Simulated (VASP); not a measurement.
Here is a VASP 6.6.1 calculation.

File INCAR:

```
  ALGO = Normal
  EDIFF = 1E-6
  ENCUT = 520
  GGA = PE
  ISIF = 2
  ISMEAR = -1
  LASPH = T
  LCHARG = T
  LELF = T
  LREAL = F
  LVHAR = T
  LWAVE = F
  NBANDS = 13
  NELM = 100
  PREC = Accurate
  SIGMA = 0.06122561905347299
```

Contents of KPOINTS:

```
k-points
0
Gamma
  19 19 19
```

The input POSCAR:

```
Pb
1.0
    0.0000000000      2.5063436120      2.5063436120
    2.5063436120      0.0000000000      2.5063436120
    2.5063436120      2.5063436120      0.0000000000
Pb
1
Direct
    0.0000000000      0.0000000000      0.0000000000
```

Potentials or basis: VASP PAW PBE potentials, release 64 (Pb_d).

Command:

```sh
$ cat potpaw_PBE.64/Pb_d/POTCAR > POTCAR
$ mpirun -np 1 vasp_std > vasp.out
```

Q: What does it give for the pressure?

A: 0.6 GPa.

Q: What does it give for the band gap on the k mesh?

A: Zero (bands 7 and 8 overlap by 8.71 eV).

Caveat: spin-orbit coupling is left out, which moves the levels of the heavy elements.
